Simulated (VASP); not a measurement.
A run of VASP 6.6.1 is set up as follows.

INCAR

```
SYSTEM = AgCl
PREC     = Accurate       ! precision mode
ENCUT    = 520            ! plane-wave cutoff, eV
EDIFF    = 1E-6           ! SCF threshold, eV
ISMEAR   = 0              ! smearing method
SIGMA    = 0.05           ! smearing width, eV
LREAL    = .False.        ! projectors in reciprocal space
LASPH    = .True.         ! aspherical terms in the spheres
NELM     = 100            ! most SCF steps
ALGO     = Normal         ! electronic algorithm
ISIF     = 2              ! what is computed and relaxed
LWAVE    = .False.        ! write WAVECAR
LCHARG   = .True.         ! write CHGCAR
GGA      = PE             ! functional
LELF     = .True.         ! ELF
LVHAR    = .True.       
NBANDS   = 16             ! bands
```

KPOINTS

```
regular mesh
0
Gamma
  8 8 8
  0 0 0
```

POSCAR

```
AgCl
1.0
    0.0000000000      2.8840760000      2.6622240000
    2.8840760000      0.0000000000      2.6622240000
    2.8840760000      2.8840760000      0.0000000000
Ag Cl
1 1
Direct
    0.5000000000      0.5000000000      0.5000000000
    0.0000000000      0.0000000000      0.0000000000
```

Potentials or basis: VASP PAW PBE potentials, release 64 (Ag, Cl).

The run is started by

```console
$ cat potpaw_PBE.64/Ag/POTCAR potpaw_PBE.64/Cl/POTCAR > POTCAR
$ mpirun -np 1 vasp_std > vasp.out
```

Task: Predict the pressure.

Result: 0.3 GPa.

Task: Predict the band gap on the k mesh.

Result: 0.75 eV (least direct gap 3.06 eV).

Stress tensor (GPa, compression positive):
```
-0.15  0.00  0.00
 0.00 -0.15  0.00
 0.00  0.00  1.18
```

Caveat: the cell differs from its parent crystal (strain +0.040 along x and y, -0.040 along z); semilocal functionals underestimate gaps, and a narrow one can read as zero. A k mesh can miss the band edges.
